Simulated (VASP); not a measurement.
# MgSe (Fm-3m) in VASP: notebook

MgSe is run at these levels: r2SCAN; tasks: single point.

Everything below comes from runs of VASP 6.6.1. Logs are shortened: lines on timing, memory, paths and dates and some standing lists are left out, and cuts for length are marked.

### Step 1. The cell of the first run

It takes space group Fm-3m (No. 225, cubic). The conventional cell has a = 5.473 Å, b = 5.473 Å, c = 5.473 Å, α = 90.00°, β = 90.00°, γ = 90.00°. Mg (site symmetry m-3m) has 6 Se at 2.74 Å within 3.6 Å. Se (site symmetry m-3m) has 6 Mg at 2.74 Å within 3.6 Å.

### Step 2. Single point, r2SCAN

POSCAR

```
MgSe
1.0
    0.0000000000      2.7362693764      2.7362693764
    2.7362693764      0.0000000000      2.7362693764
    2.7362693764      2.7362693764      0.0000000000
Mg Se
1 1
Direct
    0.0000000000      0.0000000000      0.0000000000
    0.5000000000      0.5000000000      0.5000000000
```

INCAR.step1

```
SYSTEM = MgSe
PREC = Accurate ; ENCUT = 660
ISMEAR = 0 ; SIGMA = 0.01
LREAL = .False. ; LASPH = .True.
NELM = 120 ; NBANDS = 11
GGA = PE ; ALGO = Normal
EDIFF = 1E-5 ; LWAVE = .True.
LCHARG = .False. ; GGA_COMPAT = .False.
```

INCAR.step2

```
SYSTEM = MgSe
PREC = Accurate ; ENCUT = 660
EDIFF = 1E-6 ; ISMEAR = 0
SIGMA = 0.01 ; LREAL = .False.
LASPH = .True. ; NELM = 120
ALGO = Normal ; ISIF = 2
LWAVE = .False. ; LCHARG = .False.
METAGGA = R2SCAN ; LMIXTAU = .True.
NBANDS = 11 ; ISTART = 1
GGA_COMPAT = .False.
```

KPOINTS

```
Automatic mesh
0
Gamma
  6 6 6
  0 0 0
```

Potentials or basis: VASP PAW PBE potentials, release 64 (Mg, Se).

Run with:

```bash
$ cat potpaw_PBE.64/Mg/POTCAR potpaw_PBE.64/Se/POTCAR > POTCAR
$ cp INCAR.step1 INCAR
$ mpirun -np 1 vasp_std > vasp.out
$ cp INCAR.step2 INCAR
$ mpirun -np 1 vasp_std > vasp.out
```

OUTCAR:

```text
SYSTEM = MgSe
   PREC = Accurate
   ENCUT = 660
   EDIFF = 1E-6
   ISMEAR = 0
   LREAL = .False.
   LASPH = .True.
   NELM = 120
   ISIF = 2
   METAGGA = R2SCAN
   ISTART = 1

 ion  position               nearest neighbor table
   1  0.000  0.000  0.000-   2 2.74   2 2.74   2 2.74   2 2.74   2 2.74   2 2.74
   2  0.500  0.500  0.500-   1 2.74   1 2.74   1 2.74   1 2.74   1 2.74   1 2.74

  LATTYP: Found a face centered cubic cell.
 ALAT       =     5.4725387528

  Lattice vectors:

 A1 = (   0.0000000000,   2.7362693764,   2.7362693764)
 A2 = (   2.7362693764,   0.0000000000,   2.7362693764)
 A3 = (   2.7362693764,   2.7362693764,   0.0000000000)

Analysis of symmetry for initial positions (statically):
=====================================================================
 Subroutine PRICEL returns:
 Original cell was already a primitive cell.

 Routine SETGRP: Setting up the symmetry group for a
 face centered cubic supercell.

 Subroutine GETGRP returns: Found 48 space group operations
 (whereof 48 operations were pure point group operations)
 out of a pool of 48 trial point group operations.

The static configuration has the point symmetry O_h .

Analysis of symmetry for dynamics (positions and initial velocities):
=====================================================================
 Subroutine PRICEL returns:
 Original cell was already a primitive cell.

 Routine SETGRP: Setting up the symmetry group for a
 face centered cubic supercell.

 Subroutine GETGRP returns: Found 48 space group operations
 (whereof 48 operations were pure point group operations)
 out of a pool of 48 trial point group operations.

The dynamic configuration has the point symmetry O_h .

 Subroutine INISYM returns: Found 48 space group operations
 (whereof 48 operations are pure point group operations),
 and found     1 'primitive' translations

----------------------------------------------------------------------------------------

                                     Primitive cell

  volume of cell :      40.9738

  direct lattice vectors                    reciprocal lattice vectors
     0.000000000  2.736269376  2.736269376    -0.182730547  0.182730547  0.182730547
     2.736269376  0.000000000  2.736269376     0.182730547 -0.182730547  0.182730547
     2.736269376  2.736269376  0.000000000     0.182730547  0.182730547 -0.182730547

  length of vectors
     3.869669262  3.869669262  3.869669262     0.316498592  0.316498592  0.316498592

  position of ions in fractional coordinates (direct lattice)
     0.000000000  0.000000000  0.000000000
     0.500000000  0.500000000  0.500000000

  ion indices of the primitive-cell ions
   primitive index   ion index
                 1           1
                 2           2

----------------------------------------------------------------------------------------

 KPOINTS: Automatic mesh

Automatic generation of k-mesh.
 Grid dimensions read from file:
 generate k-points for:    6    6    6

 Generating k-lattice:

  Cartesian coordinates                     Fractional coordinates (reciprocal lattice)
    -0.030455091  0.030455091  0.030455091     0.166666667  0.000000000  0.000000000
     0.030455091 -0.030455091  0.030455091     0.000000000  0.166666667  0.000000000
     0.030455091  0.030455091 -0.030455091     0.000000000  0.000000000  0.166666667

  Length of vectors
     0.052749765  0.052749765  0.052749765

  Shift w.r.t. Gamma in fractional coordinates (k-lattice)
     0.000000000  0.000000000  0.000000000

 Subroutine IBZKPT returns following result:
 ===========================================

 Found     16 irreducible k-points:

 Following reciprocal coordinates:
            Coordinates               Weight
  0.000000  0.000000  0.000000      1.000000
  0.166667  0.000000  0.000000      8.000000
  0.333333  0.000000  0.000000      8.000000
  0.500000  0.000000  0.000000      4.000000
  0.166667  0.166667  0.000000      6.000000
  0.333333  0.166667  0.000000     24.000000
[... 8 lines left out ...]
 -0.333333  0.333333  0.166667     24.000000
 -0.333333  0.500000  0.166667     12.000000
   k-points           NKPTS =     16   k-points in BZ     NKDIM =     16   number of bands    NBANDS=     11
   number of dos      NEDOS =    301   number of ions     NIONS =      2
   total plane-waves  NPLWV =  32768
   dimension x,y,z NGX =    32 NGY =   32 NGZ =   32
   dimension x,y,z NGXF=    64 NGYF=   64 NGZF=   64
   ions per type =               1   1
   NGX,Y,Z   is equivalent  to a cutoff of  13.75, 13.75, 13.75 a.u.
   NGXF,Y,Z  is equivalent  to a cutoff of  27.50, 27.50, 27.50 a.u.
 SYSTEM =  MgSe
   PREC   = accura    normal or accurate (medium, high low for compatibility)
   ISTART =      1    job   : 0-new  1-cont  2-samecut
   ICHARG =      0    charge: 1-file 2-atom 10-const
   ISPIN  =      1    spin polarized calculation?
   LNONCOLLINEAR =      F non collinear calculations
   LSORBIT =      F    spin-orbit coupling
   LASPH  =      T    aspherical Exc in radial PAW
   ENCUT  =  660.0 eV  48.51 Ry    6.96 a.u.   8.11  8.11  8.11*2*pi/ulx,y,z
   NELM   =    120;   NELMIN=  2; NELMDL=  0     # of ELM steps
   EDIFF  = 0.1E-05   stopping-criterion for ELM
   LREAL  =      F    real-space projection
   EDIFFG = 0.1E-04   stopping-criterion for IOM
   NSW    =      0    number of steps for IOM
   IBRION =     -1    ionic relax: 0-MD 1-quasi-New 2-CG
   NFREE  =      0    steps in history (QN), initial steepest desc. (CG)
   ISIF   =      2    stress and relaxation
   ISYM   =      2    0-nonsym 1-usesym 2-fastsym
   POTIM  = 0.5000    time-step for ionic-motion
   TEBEG  =    0.0;   TEEND  =   0.0 temperature during run
   PSTRESS=    0.0 pullay stress
   NELECT =       8.0000    total number of electrons
   NUPDOWN=      -1.0000    fix difference up-down
   EMIN   =  10.00;   EMAX   =-10.00  energy-range for DOS
   EFERMI =   0.00;   METHOD = LEGACY
   ISMEAR =     0;   SIGMA  =   0.01  broadening in eV -4-tet -1-fermi 0-gaus
   EFERMI_NEDOS =   21; number of points for ismear=-14 and -15
   IALGO  =     38    algorithm
   IMIX   =      4    mixing-type and parameters
     AMIX     =   0.40;   BMIX     =  1.00
     AMIX_MAG =   1.60;   BMIX_MAG =  1.00
  volume/ion in A,a.u.               =      20.49       138.25
  Fermi-wavevector in a.u.,A,eV,Ry     =   0.949735  1.794740 12.272420  0.901997
  Thomas-Fermi vector in A             =   2.078046
   LORBIT       =      0    0 simple, 1 ext, 2 COOP (PROOUT), +10 PAW based schemes
   METAGGA = R2SCAN    functional components
   LHFCALC =     F    Hartree Fock is set to
   AEXX    =    0.0000 exact exchange contribution
   IVDW    =     0    specifies the selected vdW correction
   LEPSILON=     F    determine dielectric tensor
   LRPA    =     F    only Hartree local field effects (RPA)
 non-spin polarized calculation
 Gauss-broadening in eV      SIGMA  =   0.01
  energy-cutoff  :      660.00
  volume of cell :       40.97
 maximum number of plane-waves:      1591
   NGX = 17   NGY = 17   NGZ = 17

 number of electron       8.0000000 magnetization

 Free energy of the ion-electron system (eV)
  ---------------------------------------------------
  ext. energy  EPLUGINS =         0.00000000
  ---------------------------------------------------
  free energy    TOTEN  =       -21.37810057 eV

  energy without entropy =      -21.37810057  energy(sigma->0) =      -21.37810057

 E-fermi :   2.9261     XC(G=0):  -9.8041

 val. band max:        2.8720442237   @ k =   0.0000   0.0000   0.0000
 cond. band min:       5.3104895142   @ k =   0.5000   0.5000   0.0000
 fundamental gap:      2.4384452905
 Fermi energy:         2.9261231392

 k-point     1 :       0.0000    0.0000    0.0000
  band No.  band energies     occupation
      1     -10.4480      2.00000
      2       2.8720      2.00000
      3       2.8720      2.00000
      4       2.8720      2.00000
      5       6.2814      0.00000
      6      10.9004      0.00000
      7      10.9004      0.00000
      8      10.9004      0.00000
      9      13.4186      0.00000
     10      13.4186      0.00000
     11      14.8343      0.00000

 k-point     2 :       0.1667    0.0000    0.0000
  band No.  band energies     occupation
      1     -10.2130      2.00000
      2       1.1281      2.00000
      3       2.7014      2.00000
      4       2.7014      2.00000
      5       7.5024      0.00000
      6      10.6744      0.00000
      7      11.0859      0.00000
      8      11.0859      0.00000
      9      12.4303      0.00000
     10      12.4303      0.00000
     11      14.3488      0.00000

 k-point     3 :       0.3333    0.0000    0.0000
  band No.  band energies     occupation
      1      -9.6582      2.00000
      2      -1.0892      2.00000
      3       2.4059      2.00000
      4       2.4059      2.00000
      5       7.5813      0.00000
      6      10.0265      0.00000
      7      10.0265      0.00000
      8      12.3116      0.00000
      9      13.7432      0.00000
     10      14.3992      0.00000
     11      14.3992      0.00000

 k-point     4 :       0.5000    0.0000    0.0000
  band No.  band energies     occupation
      1      -9.3170      2.00000
      2      -2.0375      2.00000
      3       2.2758      2.00000
      4       2.2758      2.00000
      5       7.3788      0.00000
      6       9.5671      0.00000
      7       9.5671      0.00000
      8      12.4399      0.00000
      9      15.3049      0.00000
     10      17.8184      0.00000
     11      17.8184      0.00000

 k-point     5 :       0.1667    0.1667    0.0000
  band No.  band energies     occupation
      1     -10.1364      2.00000
      2       1.2353      2.00000
      3       2.3021      2.00000
      4       2.3021      2.00000
      5       8.0570      0.00000
      6       9.4624      0.00000
      7      10.4915      0.00000
      8      12.0817      0.00000
      9      12.0817      0.00000
     10      13.8888      0.00000
     11      16.0112      0.00000
[... 99 lines left out ...]
 k-point    13 :       0.5000    0.5000    0.0000
  band No.  band energies     occupation
      1      -8.9865      2.00000
      2      -1.3872      2.00000
      3       1.0800      2.00000
      4       1.0800      2.00000
      5       5.3105      0.00000
      6       7.4318      0.00000
      7      15.6072      0.00000
      8      16.0504      0.00000
      9      16.0504      0.00000
     10      16.1144      0.00000
     11      19.5444      0.00000

 k-point    14 :       0.5000    0.3333    0.1667
  band No.  band energies     occupation
      1      -9.2821      2.00000
      2      -0.9226      2.00000
      3       0.6032      2.00000
      4       1.5784      2.00000
      5       7.8951      0.00000
      6       9.6977      0.00000
      7      10.0806      0.00000
      8      12.8245      0.00000
      9      14.5265      0.00000
     10      17.2209      0.00000
     11      18.2070      0.00000

 k-point    15 :      -0.3333    0.3333    0.1667
  band No.  band energies     occupation
      1      -9.0512      2.00000
      2      -1.1387      2.00000
      3       0.0863      2.00000
      4       1.2042      2.00000
      5       8.0252      0.00000
      6       9.5243      0.00000
      7      11.8748      0.00000
      8      11.8915      0.00000
      9      14.7572      0.00000
     10      16.4329      0.00000
     11      19.0270      0.00000

 k-point    16 :      -0.3333    0.5000    0.1667
  band No.  band energies     occupation
      1      -8.9615      2.00000
      2      -0.9476      2.00000
      3       0.2078      2.00000
      4       0.5375      2.00000
      5       7.0451      0.00000
      6       9.2919      0.00000
      7      11.7878      0.00000
      8      13.1175      0.00000
      9      16.4831      0.00000
     10      17.7810      0.00000
     11      18.3124      0.00000

------------------------ aborting loop because EDIFF is reached ----------------------------------------

  FORCE on cell =-STRESS in cart. coord.  units (eV):
  Direction    XX          YY          ZZ          XY          YZ          ZX
  --------------------------------------------------------------------------------------
  -------------------------------------------------------------------------------------
  Total       -0.0726495     -0.0726495     -0.0726495     -0.0000000     -0.0000000      0.0000000
  in kB       -2.8407750     -2.8407750     -2.8407750     -0.0000000     -0.0000000      0.0000000
  external PRESSURE =      -2.8407750 kB  Pullay stress =       0.0000000 kB

 VOLUME and BASIS-vectors are now :
 -----------------------------------------------------------------------------
  energy-cutoff  :      660.00
  volume of cell :       40.97
      direct lattice vectors                 reciprocal lattice vectors
     0.000000000  2.736269376  2.736269376    -0.182730547  0.182730547  0.182730547
     2.736269376  0.000000000  2.736269376     0.182730547 -0.182730547  0.182730547
     2.736269376  2.736269376  0.000000000     0.182730547  0.182730547 -0.182730547

 POSITION                                       TOTAL-FORCE (eV/Angst)
 -----------------------------------------------------------------------------------
      0.00000      0.00000      0.00000        -0.000000     -0.000000     -0.000000
      2.73627      2.73627      2.73627         0.000000      0.000000      0.000000
 -----------------------------------------------------------------------------------
    total drift:                               -0.000000     -0.000000      0.000000

  FREE ENERGIE OF THE ION-ELECTRON SYSTEM (eV)
  ---------------------------------------------------
  free  energy   TOTEN  =       -21.3781005658 eV

  energy  without entropy=      -21.3781005658  energy(sigma->0) =      -21.37810057
```

It took 41 s on 1 thread of Intel Xeon Platinum 8259CL at 2.50GHz (Skylake/Cascade Lake), shared host; peak memory 0.19 GiB.

Results:

| Property | Result |
| --- | --- |
| Free energy | -21.3781 eV |
| Pressure | -0.3 GPa |
| Band gap on the k mesh | 2.44 eV, indirect (least direct gap 3.41 eV) |

Levels at points of the mesh, in eV from the valence-band top:
| k point | band 2 | band 3 | band 4 | band 5 | band 6 | band 7 |
| --- | --- | --- | --- | --- | --- | --- |
| (0.00, 0.00, 0.00) | 0.00 | 0.00 | 0.00 | 3.41 | 8.03 | 8.03 |
| (0.50, 0.00, 0.00) | -4.91 | -0.60 | -0.60 | 4.51 | 6.70 | 6.70 |
| (0.50, 0.50, 0.00) | -4.26 | -1.79 | -1.79 | 2.44 | 4.56 | 12.74 |

Caveat: the PAW data sets were made with another functional, which shifts forces and pressure a little.

### Step 3. Single point, r2SCAN (volume changed by -3%)

POSCAR

```
MgSe
1.0
    0.0000000000      2.7086284020      2.7086284020
    2.7086284020      0.0000000000      2.7086284020
    2.7086284020      2.7086284020      0.0000000000
Mg Se
1 1
Direct
    0.0000000000      0.0000000000      0.0000000000
    0.5000000000      0.5000000000      0.5000000000
```

INCAR.step1

```
SYSTEM = MgSe
PREC     = Accurate       ! precision mode
ENCUT    = 660            ! plane-wave cutoff, eV
ISMEAR   = 0              ! smearing method
SIGMA    = 0.01           ! smearing width, eV
LREAL    = .FALSE.        ! projectors in reciprocal space
LASPH    = .TRUE.         ! aspherical terms in the spheres
NELM     = 120            ! most SCF steps
NBANDS   = 11             ! bands
GGA      = PE             ! functional
ALGO     = Normal         ! electronic algorithm
EDIFF    = 1E-5           ! SCF threshold, eV
LWAVE    = .TRUE.         ! write WAVECAR
LCHARG   = .FALSE.        ! write CHGCAR
GGA_COMPAT= .FALSE.
```

INCAR.step2

```
SYSTEM = MgSe
PREC     = Accurate       ! precision mode
ENCUT    = 660            ! plane-wave cutoff, eV
EDIFF    = 1E-6           ! SCF threshold, eV
ISMEAR   = 0              ! smearing method
SIGMA    = 0.01           ! smearing width, eV
LREAL    = .FALSE.        ! projectors in reciprocal space
LASPH    = .TRUE.         ! aspherical terms in the spheres
NELM     = 120            ! most SCF steps
ALGO     = Normal         ! electronic algorithm
ISIF     = 2              ! what is computed and relaxed
LWAVE    = .FALSE.        ! write WAVECAR
LCHARG   = .FALSE.        ! write CHGCAR
METAGGA  = R2SCAN         ! meta-GGA
LMIXTAU  = .TRUE.       
NBANDS   = 11             ! bands
ISTART   = 1            
GGA_COMPAT= .FALSE.
```

KPOINTS

```
regular mesh
0
G
  6 6 6
  0 0 0
```

Potentials or basis: VASP PAW PBE potentials, release 64 (Mg, Se).

Run with:

```bash
$ cat potpaw_PBE.64/Mg/POTCAR potpaw_PBE.64/Se/POTCAR > POTCAR
$ cp INCAR.step1 INCAR
$ mpirun -np 1 vasp_std > vasp.out
$ cp INCAR.step2 INCAR
$ mpirun -np 1 vasp_std > vasp.out
```

Run time: 31 s. Hardware: 1 thread of Intel Xeon Platinum 8259CL at 2.50GHz (Skylake/Cascade Lake), shared host; peak memory 0.19 GiB.

Results (log left out):

| Item | Value |
| --- | --- |
| Free energy | -21.3723 eV |
| Pressure | 1.9 GPa |
| Band gap on the k mesh | 2.49 eV, indirect (least direct gap 3.63 eV) |

Levels at points of the mesh, in eV from the valence-band top:
```
           k point  band 1  band 2  band 3  band 4  band 5  band 6  band 7  band 8
(0.00, 0.00, 0.00)  -13.50    0.00    0.00    0.00    3.63    8.02    8.02    8.02
(0.50, 0.00, 0.00)  -12.29   -5.08   -0.63   -0.63    4.55    6.73    6.73    9.81
(0.50, 0.50, 0.00)  -11.94   -4.43   -1.87   -1.87    2.49    4.47   13.05   13.37
```

Caveat: the PAW data sets were made with another functional, which shifts forces and pressure a little. A k mesh can miss the band edges.

(Continued in part 2 of 3.)
